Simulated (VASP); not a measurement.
# ZnAu (Pm-3m) in VASP: further runs

Runs on ZnAu. Level: r2SCAN. Tasks: single point.

Program: VASP 6.6.1. These are calculated values, not measurements. Logs are shortened: lines on timing, memory, paths and dates and some standing lists are left out, and cuts for length are marked.

### 1 The cell of the first run

It takes space group Pm-3m (No. 221, cubic). The conventional cell has a = 3.127 Å, b = 3.127 Å, c = 3.127 Å, α = 90.00°, β = 90.00°, γ = 90.00°. Zn (site symmetry m-3m) has 8 Au at 2.71 Å and 6 Zn at 3.13 Å within 3.6 Å. Within 3.6 Å of Au (site symmetry m-3m) lie 8 Zn at 2.71 Å and 6 Au at 3.13 Å.

### 2 Single point, r2SCAN

The input, POSCAR:

```
ZnAu
1.0
    3.1268646800      0.0000000000      0.0000000000
    0.0000000000      3.1268646800      0.0000000000
    0.0000000000      0.0000000000      3.1268646800
Zn Au
1 1
Direct
    0.5000000000      0.5000000000      0.5000000000
    0.0000000000      0.0000000000      0.0000000000
```

The input, INCAR.step1:

```
PREC = Accurate
ENCUT = 520
ISMEAR = -1
SIGMA = 0.1
LREAL = F
LASPH = T
NELM = 100
NBANDS = 18
GGA = PE
ALGO = Normal
EDIFF = 1E-4
LWAVE = T
LCHARG = F
```

The input, INCAR.step2:

```
PREC = Accurate
ENCUT = 520
EDIFF = 1E-6
ISMEAR = -1
SIGMA = 0.1
LREAL = F
LASPH = T
NELM = 100
ALGO = Normal
ISIF = 2
LWAVE = F
LCHARG = F
METAGGA = R2SCAN
LMIXTAU = T
NBANDS = 18
ISTART = 1
```

The input, KPOINTS:

```
regular mesh
0
Gamma
  11 11 11
```

Potentials or basis: VASP PAW PBE potentials, release 64 (Zn, Au).

On the command line:

```
$ cat potpaw_PBE.64/Zn/POTCAR potpaw_PBE.64/Au/POTCAR > POTCAR
$ cp INCAR.step1 INCAR
$ mpirun -np 1 vasp_std > vasp.out
$ cp INCAR.step2 INCAR
$ mpirun -np 1 vasp_std > vasp.out
```

OUTCAR:

```text
PREC = Accurate
   ENCUT = 520
   EDIFF = 1E-6
   ISMEAR = -1
   LREAL = F
   LASPH = T
   NELM = 100
   ISIF = 2
   METAGGA = R2SCAN
   ISTART = 1

 ion  position               nearest neighbor table
   1  0.500  0.500  0.500-   2 2.71   2 2.71   2 2.71   2 2.71   2 2.71   2 2.71   2 2.71   2 2.71

   2  0.000  0.000  0.000-   1 2.71   1 2.71   1 2.71   1 2.71   1 2.71   1 2.71   1 2.71   1 2.71

  LATTYP: Found a simple cubic cell.
 ALAT       =     3.1268646800

  Lattice vectors:

 A1 = (   3.1268646800,   0.0000000000,   0.0000000000)
 A2 = (   0.0000000000,   3.1268646800,   0.0000000000)
 A3 = (   0.0000000000,   0.0000000000,   3.1268646800)

Analysis of symmetry for initial positions (statically):
=====================================================================
 Subroutine PRICEL returns:
 Original cell was already a primitive cell.

 Routine SETGRP: Setting up the symmetry group for a
 simple cubic supercell.

 Subroutine GETGRP returns: Found 48 space group operations
 (whereof 48 operations were pure point group operations)
 out of a pool of 48 trial point group operations.

The static configuration has the point symmetry O_h .

Analysis of symmetry for dynamics (positions and initial velocities):
=====================================================================
 Subroutine PRICEL returns:
 Original cell was already a primitive cell.

 Routine SETGRP: Setting up the symmetry group for a
 simple cubic supercell.

 Subroutine GETGRP returns: Found 48 space group operations
 (whereof 48 operations were pure point group operations)
 out of a pool of 48 trial point group operations.

The dynamic configuration has the point symmetry O_h .

 Subroutine INISYM returns: Found 48 space group operations
 (whereof 48 operations are pure point group operations),
 and found     1 'primitive' translations

----------------------------------------------------------------------------------------

                                     Primitive cell

  volume of cell :      30.5722

  direct lattice vectors                    reciprocal lattice vectors
     3.126864680  0.000000000  0.000000000     0.319809171  0.000000000  0.000000000
     0.000000000  3.126864680  0.000000000     0.000000000  0.319809171  0.000000000
     0.000000000  0.000000000  3.126864680     0.000000000  0.000000000  0.319809171

  length of vectors
     3.126864680  3.126864680  3.126864680     0.319809171  0.319809171  0.319809171
[... 79 lines left out ...]
   ENCUT  =  520.0 eV  38.22 Ry    6.18 a.u.   5.81  5.81  5.81*2*pi/ulx,y,z
   NELM   =    100;   NELMIN=  2; NELMDL=  0     # of ELM steps
   EDIFF  = 0.1E-05   stopping-criterion for ELM
   LREAL  =      F    real-space projection
   EDIFFG = 0.1E-04   stopping-criterion for IOM
   NSW    =      0    number of steps for IOM
   IBRION =     -1    ionic relax: 0-MD 1-quasi-New 2-CG
   NFREE  =      0    steps in history (QN), initial steepest desc. (CG)
   ISIF   =      2    stress and relaxation
   ISYM   =      2    0-nonsym 1-usesym 2-fastsym
   POTIM  = 0.5000    time-step for ionic-motion
   TEBEG  =    0.0;   TEEND  =   0.0 temperature during run
   PSTRESS=    0.0 pullay stress
   NELECT =      23.0000    total number of electrons
   NUPDOWN=      -1.0000    fix difference up-down
   EMIN   =  10.00;   EMAX   =-10.00  energy-range for DOS
   EFERMI =   0.00;   METHOD = LEGACY
   ISMEAR =    -1;   SIGMA  =   0.10  broadening in eV -4-tet -1-fermi 0-gaus
   EFERMI_NEDOS =   21; number of points for ismear=-14 and -15
   IALGO  =     38    algorithm
   IMIX   =      4    mixing-type and parameters
     AMIX     =   0.40;   BMIX     =  1.00
     AMIX_MAG =   1.60;   BMIX_MAG =  1.00
  volume/ion in A,a.u.               =      15.29       103.16
  Fermi-wavevector in a.u.,A,eV,Ry     =   1.488933  2.813675 30.163029  2.216920
  Thomas-Fermi vector in A             =   2.601905
   LORBIT       =      0    0 simple, 1 ext, 2 COOP (PROOUT), +10 PAW based schemes
   METAGGA = R2SCAN    functional components
   LHFCALC =     F    Hartree Fock is set to
   AEXX    =    0.0000 exact exchange contribution
   IVDW    =     0    specifies the selected vdW correction
   LEPSILON=     F    determine dielectric tensor
   LRPA    =     F    only Hartree local field effects (RPA)
 non-spin polarized calculation
  energy-cutoff  :      520.00
  volume of cell :       30.57
 maximum number of plane-waves:       840
 NGX is ok and might be reduce to    24
   NGX = 11   NGY = 11   NGZ = 11

 number of electron      22.9999972 magnetization

 Free energy of the ion-electron system (eV)
  ---------------------------------------------------
  ext. energy  EPLUGINS =         0.00000000
  ---------------------------------------------------
  free energy    TOTEN  =       -59.93830609 eV

  energy without entropy =      -59.92425775  energy(sigma->0) =      -59.93128192

 E-fermi :   7.1868     XC(G=0): -13.5575

 val. band max:        7.1726247164   @ k =   0.3636   0.3636   0.0909
 cond. band min:       7.3480487967   @ k =   0.2727   0.0000   0.0000
 fundamental gap:      0.1754240803
 Fermi energy:         7.1868310040

 k-point     1 :       0.0000    0.0000    0.0000
  band No.  band energies     occupation
      1      -3.9907      2.00000
      2      -1.3835      2.00000
      3      -1.3835      2.00000
      4      -0.6235      2.00000
      5      -0.6235      2.00000
      6      -0.6235      2.00000
[... 481 lines left out ...]
      5      -0.6686      2.00000
      6      -0.5027      2.00000
[... 10 lines left out ...]
     17      21.6351      0.00000
     18      23.2857      0.00000

 [... further k-points ...]

------------------------ aborting loop because EDIFF is reached ----------------------------------------

  FORCE on cell =-STRESS in cart. coord.  units (eV):
  Direction    XX          YY          ZZ          XY          YZ          ZX
  --------------------------------------------------------------------------------------
  -------------------------------------------------------------------------------------
  Total        0.6333655      0.6333655      0.6333655      0.0000000     -0.0000000      0.0000000
  in kB       33.1923313     33.1923313     33.1923313      0.0000000     -0.0000000      0.0000000
  external PRESSURE =      33.1923313 kB  Pullay stress =       0.0000000 kB

 VOLUME and BASIS-vectors are now :
 -----------------------------------------------------------------------------
  energy-cutoff  :      520.00
  volume of cell :       30.57
      direct lattice vectors                 reciprocal lattice vectors
     3.126864680  0.000000000  0.000000000     0.319809171  0.000000000  0.000000000
     0.000000000  3.126864680  0.000000000     0.000000000  0.319809171  0.000000000
     0.000000000  0.000000000  3.126864680     0.000000000  0.000000000  0.319809171

 POSITION                                       TOTAL-FORCE (eV/Angst)
 -----------------------------------------------------------------------------------
      1.56343      1.56343      1.56343         0.000000      0.000000      0.000000
      0.00000      0.00000      0.00000         0.000000      0.000000      0.000000
 -----------------------------------------------------------------------------------
    total drift:                                0.000000      0.000000     -0.000000

  FREE ENERGIE OF THE ION-ELECTRON SYSTEM (eV)
  ---------------------------------------------------
  free  energy   TOTEN  =       -59.9383060884 eV

  energy  without entropy=      -59.9242577541  energy(sigma->0) =      -59.93128192
```

Run time: 98 s. Hardware: 1 thread of Intel Xeon 8259CL, shared host; peak memory 0.17 GiB.

What came out:

* Free energy: -59.9383 eV
* Pressure: 3.3 GPa
* Band gap on the k mesh: zero (an odd number of electrons rules out a gap without spin polarisation)

Levels at points of the mesh, in eV from the Fermi level:
| k point | band 7 | band 8 | band 9 | band 10 | band 11 | band 12 | band 13 | band 14 | band 15 | band 16 |
| --- | --- | --- | --- | --- | --- | --- | --- | --- | --- | --- |
| (0.00, 0.00, 0.00) | -5.79 | -5.79 | -4.00 | -4.00 | -4.00 | 5.35 | 5.35 | 5.35 | 9.75 | 12.70 |

Caveat: the cell stands under pressure; the PAW data sets were made with another functional, which shifts forces and pressure a little; spin-orbit coupling is left out, which moves the levels of the heavy elements.

### 3 Single point, r2SCAN

This run uses another cell than the first one, of 15.60 Å³/atom.

The input, POSCAR:

```
ZnAu
1.0
    3.1479927895      0.0000000000      0.0000000000
    0.0000000000      3.1479927895      0.0000000000
    0.0000000000      0.0000000000      3.1479927895
Zn Au
1 1
Direct
    0.5000000000      0.5000000000      0.5000000000
    0.0000000000      0.0000000000      0.0000000000
```

The input, INCAR.step1:

```
PREC     = Accurate       # precision mode
ENCUT    = 520            # plane-wave cutoff, eV
ISMEAR   = -1             # smearing method
SIGMA    = 0.1            # smearing width, eV
LREAL    = F              # projectors in reciprocal space
LASPH    = T              # aspherical terms in the spheres
NELM     = 60             # most SCF steps
NBANDS   = 18             # bands
GGA      = PE             # functional
ALGO     = Normal         # electronic algorithm
EDIFF    = 1E-4           # SCF threshold, eV
LWAVE    = T              # write WAVECAR
LCHARG   = F              # write CHGCAR
```

The input, INCAR.step2:

```
PREC     = Accurate       # precision mode
ENCUT    = 520            # plane-wave cutoff, eV
EDIFF    = 1E-6           # SCF threshold, eV
ISMEAR   = -1             # smearing method
SIGMA    = 0.1            # smearing width, eV
LREAL    = F              # projectors in reciprocal space
LASPH    = T              # aspherical terms in the spheres
NELM     = 60             # most SCF steps
ALGO     = Normal         # electronic algorithm
ISIF     = 2              # what is computed and relaxed
LWAVE    = F              # write WAVECAR
LCHARG   = T              # write CHGCAR
METAGGA  = R2SCAN         # meta-GGA
LMIXTAU  = T            
LELF     = T              # ELF
LVHAR    = T            
NBANDS   = 18             # bands
ISTART   = 1
```

The input, KPOINTS:

```
Automatic mesh
0
Gamma
  10 10 10
```

Potentials or basis: VASP PAW PBE potentials, release 64 (Zn, Au).

On the command line:

```
$ cat potpaw_PBE.64/Zn/POTCAR potpaw_PBE.64/Au/POTCAR > POTCAR
$ cp INCAR.step1 INCAR
$ mpirun -np 1 vasp_std > vasp.out
$ cp INCAR.step2 INCAR
$ mpirun -np 1 vasp_std > vasp.out
```

It took 88 s on 1 thread of Intel Xeon 8259CL, shared host; peak memory 0.17 GiB.

Results (log left out):

```yaml
Free_energy: -59.9451 eV
Pressure: 0.3 GPa
Band_gap_on_the_k_mesh: zero (an odd number of electrons rules out a gap without spin polarisation)
```

Levels at points of the mesh, in eV from the Fermi level:
```tsv
k point	band 7	band 8	band 9	band 10	band 11	band 12	band 13	band 14	band 15	band 16
(0.00, 0.00, 0.00)	-5.77	-5.77	-4.02	-4.02	-4.02	5.26	5.26	5.26	9.42	12.50
(0.50, 0.00, 0.00)	-6.14	-5.63	-5.23	-5.23	-4.18	-2.58	10.78	11.51	11.51	11.80
(0.50, 0.50, 0.00)	-5.39	-4.39	-4.39	-3.42	-2.06	-2.06	0.79	2.73	11.03	13.33
(0.50, 0.50, 0.50)	-6.79	-6.79	-3.37	-3.37	1.76	3.73	3.84	3.84	3.84	6.17
```

Caveat: the PAW data sets were made with another functional, which shifts forces and pressure a little; spin-orbit coupling is left out, which moves the levels of the heavy elements.

### 4 Single point, r2SCAN

This run uses another cell than the first one, of 15.60 Å³/atom.

The input, POSCAR:

```
ZnAu
1.0
    3.1479927900      0.0000000000      0.0000000000
    0.0000000000      3.1479927900      0.0000000000
    0.0000000000      0.0000000000      3.1479927900
Zn Au
1 1
Direct
    0.5000000000      0.5000000000      0.5000000000
    0.0000000000      0.0000000000      0.0000000000
```

The input, INCAR.step1:

```
SYSTEM = ZnAu
PREC = Accurate ; ENCUT = 520
ISMEAR = -1 ; SIGMA = 0.1
LREAL = .FALSE. ; LASPH = .TRUE.
NELM = 60 ; NBANDS = 18
GGA = PE ; ALGO = Normal
EDIFF = 1E-4 ; LWAVE = .TRUE.
LCHARG = .FALSE.
```

The input, INCAR.step2:

```
SYSTEM = ZnAu
PREC = Accurate ; ENCUT = 520
EDIFF = 1E-6 ; ISMEAR = -1
SIGMA = 0.1 ; LREAL = .FALSE.
LASPH = .TRUE. ; NELM = 60
ALGO = Normal ; ISIF = 2
LWAVE = .FALSE. ; LCHARG = .FALSE.
METAGGA = R2SCAN ; LMIXTAU = .TRUE.
NBANDS = 18 ; ISTART = 1
```

The input, KPOINTS:

```
regular mesh
0
G
  11 11 11
  0 0 0
```

On the command line:

```
$ cat potpaw_PBE.64/Zn/POTCAR potpaw_PBE.64/Au/POTCAR > POTCAR
$ cp INCAR.step1 INCAR
$ mpirun -np 1 vasp_std > vasp.out
$ cp INCAR.step2 INCAR
$ mpirun -np 1 vasp_std > vasp.out
```

Run time: 2.4 min. Hardware: 1 thread of Intel Xeon 8259CL, shared host; peak memory 0.17 GiB.

The run converged. Its results:

```
Free energy            : -59.9451 eV
Pressure               : 0.4 GPa
Band gap on the k mesh : zero (an odd number of electrons rules out a gap without spin polarisation)
```

Levels at points of the mesh, in eV from the Fermi level:
```
           k point  band 8  band 9  band 10  band 11  band 12  band 13  band 14  band 15
(0.00, 0.00, 0.00)   -5.71   -3.96    -3.96    -3.96     5.32     5.32     5.32     9.48
```

Caveat: the PAW data sets were made with another functional, which shifts forces and pressure a little; spin-orbit coupling is left out, which moves the levels of the heavy elements.

[end of part 1 of 2]
